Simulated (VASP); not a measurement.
# Ta (Fm-3m) in VASP: notebook

Ta is run at these levels: PBE; tasks: single point, relaxation of cell and atoms.

Program: VASP 6.6.1. These are calculated values, not measurements. Logs are shortened: lines on timing, memory, paths and dates and some standing lists are left out, and cuts for length are marked.

## 1. The cell of the first run

It takes space group Fm-3m (No. 225, cubic). Conventional cell: a = 4.223 Å, b = 4.223 Å, c = 4.223 Å, α = 90.00°, β = 90.00°, γ = 90.00°. Ta (site symmetry m-3m) has 12 Ta at 2.99 Å within 3.9 Å.

This isn't the form of Ta at room conditions, which is bcc.

## 2. Single point, PBE

File INCAR:

```
PREC     = Accurate       # precision mode
ENCUT    = 520            # plane-wave cutoff, eV
EDIFF    = 1E-6           # SCF threshold, eV
ISMEAR   = 0              # smearing method
SIGMA    = 0.1            # smearing width, eV
LREAL    = F              # projectors in reciprocal space
LASPH    = T              # aspherical terms in the spheres
NELM     = 80             # most SCF steps
ALGO     = Normal         # electronic algorithm
ISIF     = 2              # what is computed and relaxed
LWAVE    = F              # write WAVECAR
LCHARG   = T              # write CHGCAR
GGA      = PE             # functional
LELF     = T              # ELF
LVHAR    = T            
NBANDS   = 12             # bands
```

File KPOINTS:

```
Automatic mesh
0
Gamma
  22 22 22
```

File POSCAR:

```
Ta
1.0
    0.0000000000      2.1116433210      2.1116433210
    2.1116433210      0.0000000000      2.1116433210
    2.1116433210      2.1116433210      0.0000000000
Ta
1
Direct
    0.0000000000      0.0000000000      0.0000000000
```

Potentials or basis: VASP PAW PBE potentials, release 64 (Ta_pv).

The run is started by

```
> cat potpaw_PBE.64/Ta_pv/POTCAR > POTCAR
> mpirun -np 1 vasp_std > vasp.out
```

OUTCAR:

```text
PREC = Accurate
   ENCUT = 520
   EDIFF = 1E-6
   ISMEAR = 0
   LREAL = F
   LASPH = T
   NELM = 80
   ISIF = 2
   GGA = PE

 ion  position               nearest neighbor table
   1  0.000  0.000  0.000-

  LATTYP: Found a face centered cubic cell.
 ALAT       =     4.2232866420

  Lattice vectors:

 A1 = (   0.0000000000,   2.1116433210,   2.1116433210)
 A2 = (   2.1116433210,   0.0000000000,   2.1116433210)
 A3 = (   2.1116433210,   2.1116433210,   0.0000000000)

Analysis of symmetry for initial positions (statically):
=====================================================================
 Subroutine PRICEL returns:
 Original cell was already a primitive cell.

 Routine SETGRP: Setting up the symmetry group for a
 face centered cubic supercell.

 Subroutine GETGRP returns: Found 48 space group operations
 (whereof 48 operations were pure point group operations)
 out of a pool of 48 trial point group operations.

The static configuration has the point symmetry O_h .

Analysis of symmetry for dynamics (positions and initial velocities):
=====================================================================
 Subroutine PRICEL returns:
 Original cell was already a primitive cell.

 Routine SETGRP: Setting up the symmetry group for a
 face centered cubic supercell.

 Subroutine GETGRP returns: Found 48 space group operations
 (whereof 48 operations were pure point group operations)
 out of a pool of 48 trial point group operations.

The dynamic configuration has the point symmetry O_h .

 Subroutine INISYM returns: Found 48 space group operations
 (whereof 48 operations are pure point group operations),
 and found     1 'primitive' translations

----------------------------------------------------------------------------------------

                                     Primitive cell

  volume of cell :      18.8318

  direct lattice vectors                    reciprocal lattice vectors
     0.000000000  2.111643321  2.111643321    -0.236782413  0.236782413  0.236782413
     2.111643321  0.000000000  2.111643321     0.236782413 -0.236782413  0.236782413
     2.111643321  2.111643321  0.000000000     0.236782413  0.236782413 -0.236782413

  length of vectors
     2.986314623  2.986314623  2.986314623     0.410119169  0.410119169  0.410119169

  position of ions in fractional coordinates (direct lattice)
     0.000000000  0.000000000  0.000000000

  ion indices of the primitive-cell ions
[... 81 lines left out ...]
   ISYM   =      2    0-nonsym 1-usesym 2-fastsym
   POTIM  = 0.5000    time-step for ionic-motion
   TEBEG  =    0.0;   TEEND  =   0.0 temperature during run
   PSTRESS=    0.0 pullay stress
   NELECT =      11.0000    total number of electrons
   NUPDOWN=      -1.0000    fix difference up-down
   EMIN   =  10.00;   EMAX   =-10.00  energy-range for DOS
   EFERMI =   0.00;   METHOD = LEGACY
   ISMEAR =     0;   SIGMA  =   0.10  broadening in eV -4-tet -1-fermi 0-gaus
   EFERMI_NEDOS =   21; number of points for ismear=-14 and -15
   IALGO  =     38    algorithm
   IMIX   =      4    mixing-type and parameters
     AMIX     =   0.40;   BMIX     =  1.00
     AMIX_MAG =   1.60;   BMIX_MAG =  1.00
  volume/ion in A,a.u.               =      18.83       127.08
  Fermi-wavevector in a.u.,A,eV,Ry     =   1.368491  2.586072 25.480537  1.872767
  Thomas-Fermi vector in A             =   2.494450
   LORBIT       =      0    0 simple, 1 ext, 2 COOP (PROOUT), +10 PAW based schemes
   GGA     = PE    functional components
   LHFCALC =     F    Hartree Fock is set to
   AEXX    =    0.0000 exact exchange contribution
   IVDW    =     0    specifies the selected vdW correction
   LEPSILON=     F    determine dielectric tensor
   LRPA    =     F    only Hartree local field effects (RPA)
 non-spin polarized calculation
 Gauss-broadening in eV      SIGMA  =   0.10
  energy-cutoff  :      520.00
  volume of cell :       18.83
 maximum number of plane-waves:       532
 NGX is ok and might be reduce to    24
   NGX = 11   NGY = 11   NGZ = 11

 number of electron      11.0000001 magnetization

 Free energy of the ion-electron system (eV)
  ---------------------------------------------------
  ext. energy  EPLUGINS =         0.00000000
  ---------------------------------------------------
  free energy    TOTEN  =       -11.57627539 eV

  energy without entropy =      -11.56996943  energy(sigma->0) =      -11.57312241

 E-fermi :   5.5047     XC(G=0): -12.3953

 val. band max:        5.5037264780   @ k =  -0.4091   0.1818   0.0000
 cond. band min:       5.5060899824   @ k =  -0.4545   0.3182   0.0455
 fundamental gap:      0.0023635044
 Fermi energy:         5.5047394409

 k-point     1 :       0.0000    0.0000    0.0000
  band No.  band energies     occupation
      1     -28.1389      2.00000
      2     -28.1389      2.00000
      3     -28.1389      2.00000
      4      -2.6154      2.00000
      5       5.9484      0.00000
      6       5.9484      0.00000
      7       5.9484      0.00000
      8       8.9334      0.00000
      9       8.9334      0.00000
     10      17.9548      0.00000
     11      19.6231      0.00000
     12      22.7967      0.00000
[... 331 lines left out ...]
 k-point    24 :      -0.4545    0.0455    0.0000
  band No.  band energies     occupation
      1     -29.1277      2.00000
      2     -28.2891      2.00000
      3     -28.2732      2.00000
      4       0.9622      2.00000
      5       5.5576      0.45481
      6       5.7952      0.00004
      7       6.1010      0.00000
      8      11.0789      0.00000
      9      11.4043      0.00000
     10      15.4709      0.00000
     11      17.7940      0.00000
     12      19.6283      0.00000

 [... further k-points ...]

------------------------ aborting loop because EDIFF is reached ----------------------------------------

  FORCE on cell =-STRESS in cart. coord.  units (eV):
  Direction    XX          YY          ZZ          XY          YZ          ZX
  --------------------------------------------------------------------------------------
  -------------------------------------------------------------------------------------
  Total       -0.0023721     -0.0023721     -0.0023721      0.0000000     -0.0000000      0.0000000
  in kB       -0.2018178     -0.2018178     -0.2018178      0.0000000     -0.0000000      0.0000000
  external PRESSURE =      -0.2018178 kB  Pullay stress =       0.0000000 kB

 VOLUME and BASIS-vectors are now :
 -----------------------------------------------------------------------------
  energy-cutoff  :      520.00
  volume of cell :       18.83
      direct lattice vectors                 reciprocal lattice vectors
     0.000000000  2.111643321  2.111643321    -0.236782413  0.236782413  0.236782413
     2.111643321  0.000000000  2.111643321     0.236782413 -0.236782413  0.236782413
     2.111643321  2.111643321  0.000000000     0.236782413  0.236782413 -0.236782413

 POSITION                                       TOTAL-FORCE (eV/Angst)
 -----------------------------------------------------------------------------------
      0.00000      0.00000      0.00000         0.000000     -0.000000     -0.000000
 -----------------------------------------------------------------------------------
    total drift:                                0.000000      0.000000     -0.000000

  FREE ENERGIE OF THE ION-ELECTRON SYSTEM (eV)
  ---------------------------------------------------
  free  energy   TOTEN  =       -11.5762753905 eV

  energy  without entropy=      -11.5699694333  energy(sigma->0) =      -11.57312241
```

stdout:

```text
POSCAR found type information on POSCAR Ta
 POSCAR found :  1 types and       1 ions
 scaLAPACK will be used
 LDA part: xc-table for (Slater+PW92), standard interpolation
 POSCAR, INCAR and KPOINTS ok, starting setup
 FFT: planning ... GRIDC
 FFT: planning ... GRID_SOFT
 FFT: planning ... GRID
 WAVECAR not read
 entering main loop
```

Wall time 18 s (1 thread of Intel Xeon 6975P-C (Granite Rapids), shared host); peak memory 0.2 GiB.

What came out:

```
Free energy            : -11.5763 eV
Pressure               : 0.0 GPa
Band gap on the k mesh : zero (an odd number of electrons rules out a gap without spin polarisation)
```

Caveat: spin-orbit coupling is left out, which moves the levels of the heavy elements.

## 3. Relaxation of cell and atoms, PBE

This run uses another cell than the first one, of 18.97 Å³/atom.

File INCAR:

```
SYSTEM = Ta
ALGO = Fast ; EDIFF = 1E-6
EDIFFG = -0.01 ; ENCUT = 600
GGA = PE ; IBRION = 2
ISIF = 3 ; ISMEAR = 0
LASPH = .TRUE. ; LCHARG = .FALSE.
LREAL = .FALSE. ; LWAVE = .FALSE.
NELM = 100 ; NSW = 100
PREC = Accurate ; SIGMA = 0.1
```

File KPOINTS:

```
k-points
0
G
  22 22 22
  0 0 0
```

File POSCAR:

```
Ta
1.0
    0.0000000000      2.1167100431      2.1167100431
    2.1167100431      0.0000000000      2.1167100431
    2.1167100431      2.1167100431      0.0000000000
Ta
1
Direct
    0.0000000000      0.0000000000      0.0000000000
```

Potentials or basis: VASP PAW PBE potentials, release 64 (Ta_pv).

The run is started by

```
> cat potpaw_PBE.64/Ta_pv/POTCAR > POTCAR
> mpirun -np 1 vasp_std > vasp.out
```

It took 39 s on 1 thread of Intel Xeon 6975P-C (Granite Rapids), shared host; peak memory 0.2 GiB.

The run converged. Its results:

| Quantity | Value |
| --- | --- |
| Free energy | -11.5765 eV |
| Relaxed volume | 18.83 Å³/atom |
| Relaxed cell | a = 2.986 Å, b = 2.986 Å, c = 2.986 Å, α = 60.00°, β = 60.00°, γ = 60.00° |
| Space group after relaxing (to 0.1 Å) | Fm-3m (No. 225) |
| Energy gained by relaxing | 0.6 meV/atom |
| Ionic steps | 3 |
| Pressure after relaxing | 0.0 GPa |
| Band gap on the k mesh | zero (an odd number of electrons rules out a gap without spin polarisation) |

The path:
```csv
step,energy change (eV),largest force (eV/Å),pressure (GPa),volume (Å³)
1,0.0000,0.0000,-1.34,18.97
2,0.0022,0.0000,3.17,18.54
3,-0.0006,0.0000,0.01,18.83
```

Final structure:
```yaml
crystal:
  lattice:
    - [0.00000, 2.11159, 2.11159]
    - [2.11159, 0.00000, 2.11159]
    - [2.11159, 2.11159, 0.00000]
  atoms:
    - { symbol: Ta, position: [0.00000, 0.00000, 0.00000] }
```

Levels at points of the mesh, in eV from the Fermi level:
```csv
k point,band 3,band 4,band 5,band 6,band 7,band 8
"(0.00, 0.00, 0.00)",-33.64,-8.12,0.44,0.44,0.44,3.43
"(0.50, 0.00, 0.00)",-33.78,-4.61,0.22,0.22,0.66,5.75
"(0.50, 0.50, 0.00)",-34.01,-4.38,-3.33,2.87,5.74,6.44
```

Caveat: spin-orbit coupling is left out, which moves the levels of the heavy elements.
